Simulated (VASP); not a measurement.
# TaN (Cmmm) in VASP: single point with PBE

Aim: the single point of TaN with PBE.

All numbers are computed with VASP 6.6.1; they aren't measurements. Logs are shortened: lines on timing, memory, paths and dates and some standing lists are left out, and cuts for length are marked.

## 1. The cell of the first run

The structure is orthorhombic, space group Cmmm (No. 65). Conventional cell: a = 5.399 Å, b = 8.991 Å, c = 2.908 Å, α = 90.00°, β = 90.00°, γ = 90.00°. Ta (site symmetry m2m) has 6 N at 2.10 to 2.12 Å within 2.8 Å. Ta (site symmetry mmm) has 6 N at 2.62 to 2.70 Å and 14 Ta at 2.91 to 3.42 Å within 3.5 Å. N (site symmetry 2/m) has 6 Ta at 2.12 to 2.62 Å and 4 N at 2.62 to 2.70 Å within 2.8 Å. N (site symmetry mmm) has 6 Ta at 2.10 to 2.70 Å and 4 N at 2.62 Å within 2.8 Å.

## 2. Single point, PBE

INCAR reads:

```
SYSTEM = TaN
  PREC = Accurate
  ENCUT = 520
  EDIFF = 1E-6
  ISMEAR = -1
  SIGMA = 0.05
  LREAL = .FALSE.
  LASPH = .TRUE.
  NELM = 80
  ALGO = Normal
  ISIF = 2
  LWAVE = .FALSE.
  LCHARG = .TRUE.
  GGA = PE
  LELF = .TRUE.
  LVHAR = .TRUE.
  NBANDS = 33
```

KPOINTS reads:

```
Automatic mesh
0
G
  5 5 7
  0 0 0
```

POSCAR reads:

```
TaN
1.0
    5.3986400000      0.0000000000      0.0000000000
   -2.6993200000      4.4955378710      0.0000000000
    0.0000000000      0.0000000000      2.9080000000
Ta N
3 3
Direct
    0.6682657293      0.3365314587      0.5000000000
    0.3317342707      0.6634685413      0.5000000000
    0.0000000000      0.0000000000      0.0000000000
    0.0000000000      0.5000000000      0.0000000000
    0.5000000000      0.5000000000      0.0000000000
    0.5000000000      0.0000000000      0.0000000000
```

Potentials or basis: VASP PAW PBE potentials, release 64 (Ta_pv, N).

Launch:

```
$ cat potpaw_PBE.64/Ta_pv/POTCAR potpaw_PBE.64/N/POTCAR > POTCAR
$ mpirun -np 1 vasp_std > vasp.out
```

OUTCAR:

```text
SYSTEM = TaN
   PREC = Accurate
   ENCUT = 520
   EDIFF = 1E-6
   ISMEAR = -1
   LREAL = .FALSE.
   LASPH = .TRUE.
   NELM = 80
   ISIF = 2
   GGA = PE

 ion  position               nearest neighbor table
   1  0.668  0.337  0.500-   6 2.10   6 2.10   5 2.12   5 2.12   4 2.12   4 2.12   2 3.03   2 3.07
                             2 3.07   3 3.32   3 3.32   3 3.42   3 3.42   3 3.42   3 3.42
   2  0.332  0.663  0.500-   6 2.10   6 2.10   5 2.12   5 2.12   4 2.12   4 2.12   1 3.03   1 3.07
                             1 3.07   3 3.32   3 3.32   3 3.42   3 3.42   3 3.42   3 3.42
   3  0.000  0.000  0.000-   4 2.62   5 2.62   4 2.62   5 2.62   1 3.32   2 3.32   1 3.32   2 3.32
                             1 3.42   2 3.42   2 3.42   1 3.42   1 3.42   2 3.42   1 3.42   2 3.42
   4  0.000  0.500  0.000-   1 2.12   2 2.12   1 2.12   2 2.12   3 2.62   3 2.62
   5  0.500  0.500  0.000-   1 2.12   2 2.12   1 2.12   2 2.12   3 2.62   3 2.62
   6  0.500  0.000  0.000-   1 2.10   2 2.10   1 2.10   2 2.10

  Warning from LATTYP: Monoclinic adjustment (A1->A3, A2->A1, A3->A2)!
  LATTYP: Found a base centered orthorhombic cell.
 ALAT       =     5.3986400000
 B/A-ratio  =     1.6654334688
 C/A-ratio  =     0.5386541796

  Lattice vectors:

 A1 = (   2.6993200000,  -4.4955378710,   0.0000000000)
 A2 = (   2.6993200000,   4.4955378710,   0.0000000000)
 A3 = (   0.0000000000,   0.0000000000,   2.9080000000)

Analysis of symmetry for initial positions (statically):
=====================================================================
 Subroutine PRICEL returns:
 Original cell was already a primitive cell.

 Routine SETGRP: Setting up the symmetry group for a
 base centered orthorhombic supercell.

 Subroutine GETGRP returns: Found  8 space group operations
 (whereof  8 operations were pure point group operations)
 out of a pool of  8 trial point group operations.

The static configuration has the point symmetry D_2h.

Analysis of symmetry for dynamics (positions and initial velocities):
=====================================================================
 Subroutine PRICEL returns:
 Original cell was already a primitive cell.

 Routine SETGRP: Setting up the symmetry group for a
 base centered orthorhombic supercell.

 Subroutine GETGRP returns: Found  8 space group operations
 (whereof  8 operations were pure point group operations)
 out of a pool of  8 trial point group operations.

The dynamic configuration has the point symmetry D_2h.

 Subroutine INISYM returns: Found  8 space group operations
 (whereof  8 operations are pure point group operations),
 and found     1 'primitive' translations

----------------------------------------------------------------------------------------

                                     Primitive cell

  volume of cell :      70.5766

  direct lattice vectors                    reciprocal lattice vectors
     5.398640000  0.000000000  0.000000000     0.185231836  0.111221396  0.000000000
    -2.699320000  4.495537871  0.000000000     0.000000000  0.222442793  0.000000000
     0.000000000  0.000000000  2.908000000     0.000000000  0.000000000  0.343878955

  length of vectors
     5.398640000  5.243680884  2.908000000     0.216057937  0.222442793  0.343878955

  position of ions in fractional coordinates (direct lattice)
     0.668265729  0.336531459  0.500000000
     0.331734271  0.663468541  0.500000000
     0.000000000  0.000000000  0.000000000
     0.000000000  0.500000000  0.000000000
     0.500000000  0.500000000  0.000000000
     0.500000000  0.000000000  0.000000000

  ion indices of the primitive-cell ions
   primitive index   ion index
                 1           1
                 2           2
                 3           3
                 4           4
                 5           5
                 6           6

----------------------------------------------------------------------------------------

 KPOINTS: Automatic mesh

Automatic generation of k-mesh.
 Grid dimensions read from file:
 generate k-points for:    5    5    7

 Generating k-lattice:

  Cartesian coordinates                     Fractional coordinates (reciprocal lattice)
     0.037046367  0.022244279  0.000000000     0.200000000  0.000000000  0.000000000
     0.000000000  0.044488559  0.000000000     0.000000000  0.200000000  0.000000000
     0.000000000  0.000000000  0.049125565     0.000000000  0.000000000  0.142857143

  Length of vectors
     0.043211587  0.044488559  0.049125565

  Shift w.r.t. Gamma in fractional coordinates (k-lattice)
     0.000000000  0.000000000  0.000000000

 Subroutine IBZKPT returns following result:
 ===========================================

 Found     36 irreducible k-points:

 Following reciprocal coordinates:
            Coordinates               Weight
  0.000000  0.000000  0.000000      1.000000
  0.200000 -0.000000  0.000000      4.000000
  0.400000  0.000000  0.000000      4.000000
  0.000000  0.200000  0.000000      2.000000
  0.200000  0.200000  0.000000      4.000000
  0.400000  0.200000  0.000000      4.000000
[... 16 lines left out ...]
  0.200000  0.200000  0.285714      8.000000
  0.400000  0.200000  0.285714      8.000000
 [... further k-points ...]
   k-points           NKPTS =     36   k-points in BZ     NKDIM =     36   number of bands    NBANDS=     33
   number of dos      NEDOS =    301   number of ions     NIONS =      6
   total plane-waves  NPLWV =  38400
   dimension x,y,z NGX =    40 NGY =   40 NGZ =   24
   dimension x,y,z NGXF=    80 NGYF=   80 NGZF=   48
   ions per type =               3   3
   NGX,Y,Z   is equivalent  to a cutoff of  12.32, 12.68, 13.72 a.u.
   NGXF,Y,Z  is equivalent  to a cutoff of  24.64, 25.36, 27.44 a.u.
 SYSTEM =  TaN
   PREC   = accura    normal or accurate (medium, high low for compatibility)
   ISTART =      0    job   : 0-new  1-cont  2-samecut
   ICHARG =      2    charge: 1-file 2-atom 10-const
   ISPIN  =      1    spin polarized calculation?
   LNONCOLLINEAR =      F non collinear calculations
   LSORBIT =      F    spin-orbit coupling
   LASPH  =      T    aspherical Exc in radial PAW
   ENCUT  =  520.0 eV  38.22 Ry    6.18 a.u.  10.04  9.75  5.41*2*pi/ulx,y,z
   NELM   =     80;   NELMIN=  2; NELMDL= -5     # of ELM steps
   EDIFF  = 0.1E-05   stopping-criterion for ELM
   LREAL  =      F    real-space projection
   EDIFFG = 0.1E-04   stopping-criterion for IOM
   NSW    =      0    number of steps for IOM
   IBRION =     -1    ionic relax: 0-MD 1-quasi-New 2-CG
   NFREE  =      0    steps in history (QN), initial steepest desc. (CG)
   ISIF   =      2    stress and relaxation
   ISYM   =      2    0-nonsym 1-usesym 2-fastsym
   POTIM  = 0.5000    time-step for ionic-motion
   TEBEG  =    0.0;   TEEND  =   0.0 temperature during run
   PSTRESS=    0.0 pullay stress
   NELECT =      48.0000    total number of electrons
   NUPDOWN=      -1.0000    fix difference up-down
   EMIN   =  10.00;   EMAX   =-10.00  energy-range for DOS
   EFERMI =   0.00;   METHOD = LEGACY
   ISMEAR =    -1;   SIGMA  =   0.05  broadening in eV -4-tet -1-fermi 0-gaus
   EFERMI_NEDOS =   21; number of points for ismear=-14 and -15
   IALGO  =     38    algorithm
   IMIX   =      4    mixing-type and parameters
     AMIX     =   0.40;   BMIX     =  1.00
     AMIX_MAG =   1.60;   BMIX_MAG =  1.00
  volume/ion in A,a.u.               =      11.76        79.38
  Fermi-wavevector in a.u.,A,eV,Ry     =   1.439688  2.720616 28.200823  2.072702
  Thomas-Fermi vector in A             =   2.558516
   LORBIT       =      0    0 simple, 1 ext, 2 COOP (PROOUT), +10 PAW based schemes
   GGA     = PE    functional components
   LHFCALC =     F    Hartree Fock is set to
   AEXX    =    0.0000 exact exchange contribution
   IVDW    =     0    specifies the selected vdW correction
   LEPSILON=     F    determine dielectric tensor
   LRPA    =     F    only Hartree local field effects (RPA)
 non-spin polarized calculation
  energy-cutoff  :      520.00
  volume of cell :       70.58
 maximum number of plane-waves:      1916
   NGX = 21   NGY = 19   NGZ = 11

 number of electron      48.0000000 magnetization

 Free energy of the ion-electron system (eV)
  ---------------------------------------------------
  ext. energy  EPLUGINS =         0.00000000
  ---------------------------------------------------
  free energy    TOTEN  =       -64.79781310 eV

  energy without entropy =      -64.78936519  energy(sigma->0) =      -64.79358915

 E-fermi :   7.9809     XC(G=0): -12.8256

 val. band max:        7.8241132606   @ k =   0.0000   0.2000   0.2857
 cond. band min:       8.0027244146   @ k =   0.0000   0.0000   0.2857
 fundamental gap:      0.1786111540
 Fermi energy:         7.9808534605

 k-point     1 :       0.0000    0.0000    0.0000
  band No.  band energies     occupation
      1     -28.4485      2.00000
      2     -28.4288      2.00000
      3     -28.1060      2.00000
      4     -28.0864      2.00000
      5     -27.8504      2.00000
      6     -27.7552      2.00000
[... 25 lines left out ...]
     32      10.8685      0.00000
     33      11.0389      0.00000

 k-point     2 :       0.2000   -0.0000    0.0000
  band No.  band energies     occupation
      1     -28.4553      2.00000
      2     -28.4214      2.00000
      3     -28.1080      2.00000
      4     -28.0620      2.00000
      5     -27.8415      2.00000
      6     -27.7707      2.00000
[... 25 lines left out ...]
     32      11.0723      0.00000
     33      11.1031      0.00000
[... 754 lines left out ...]
     32      11.2931      0.00000
     33      11.8204      0.00000

 k-point    24 :       0.4000    0.2000    0.2857
  band No.  band energies     occupation
      1     -28.3822      2.00000
      2     -28.3627      2.00000
      3     -28.3211      2.00000
      4     -28.2189      2.00000
      5     -28.1365      2.00000
      6     -27.9498      2.00000
[... 25 lines left out ...]
     32      11.0022      0.00000
     33      12.2979      0.00000

 [... further k-points ...]

------------------------ aborting loop because EDIFF is reached ----------------------------------------

  FORCE on cell =-STRESS in cart. coord.  units (eV):
  Direction    XX          YY          ZZ          XY          YZ          ZX
  --------------------------------------------------------------------------------------
  -------------------------------------------------------------------------------------
  Total       -2.0223579      0.9429668      0.5409828     -0.0000000      0.0000000      0.0000000
  in kB      -45.9100914     21.4065449     12.2809968     -0.0000000      0.0000000      0.0000000
  external PRESSURE =      -4.0741832 kB  Pullay stress =       0.0000000 kB

 VOLUME and BASIS-vectors are now :
 -----------------------------------------------------------------------------
  energy-cutoff  :      520.00
  volume of cell :       70.58
      direct lattice vectors                 reciprocal lattice vectors
     5.398640000  0.000000000  0.000000000     0.185231836  0.111221396  0.000000000
    -2.699320000  4.495537871  0.000000000     0.000000000  0.222442793  0.000000000
     0.000000000  0.000000000  2.908000000     0.000000000  0.000000000  0.343878955

 POSITION                                       TOTAL-FORCE (eV/Angst)
 -----------------------------------------------------------------------------------
      2.69932      1.51289      1.45400        -0.000000      0.005403      0.000000
      0.00000      2.98265      1.45400         0.000000     -0.005403      0.000000
      0.00000      0.00000      0.00000        -0.000000      0.000000      0.000000
     -1.34966      2.24777      0.00000         0.000000      0.000000      0.000000
      1.34966      2.24777      0.00000        -0.000000      0.000000      0.000000
      2.69932      0.00000      0.00000        -0.000000      0.000000      0.000000
 -----------------------------------------------------------------------------------
    total drift:                               -0.000000     -0.000000     -0.000000

  FREE ENERGIE OF THE ION-ELECTRON SYSTEM (eV)
  ---------------------------------------------------
  free  energy   TOTEN  =       -64.7978131016 eV

  energy  without entropy=      -64.7893651892  energy(sigma->0) =      -64.79358915
```

It took 2.5 min on 1 thread of Intel Xeon 8259CL, shared host; peak memory 0.22 GiB.

What came out:

| Quantity | Value |
| --- | --- |
| Free energy | -64.7978 eV |
| Pressure | -0.4 GPa |
| Largest force | 0.005 eV/Å |
| Band gap on the k mesh | zero (band 24 reaches 8.34 eV, above the bottom of band 25 at 6.85 eV) |

Forces on the atoms (eV/Å):
```
Ta   0.000  0.005  0.000
Ta   0.000 -0.005  0.000
Ta   0.000  0.000  0.000
N    0.000  0.000  0.000
N    0.000  0.000  0.000
N    0.000  0.000  0.000
```

Stress tensor (GPa, compression positive):
```
-4.59  0.00  0.00
 0.00  2.14  0.00
 0.00  0.00  1.23
```

Caveat: spin-orbit coupling is left out, which moves the levels of the heavy elements.
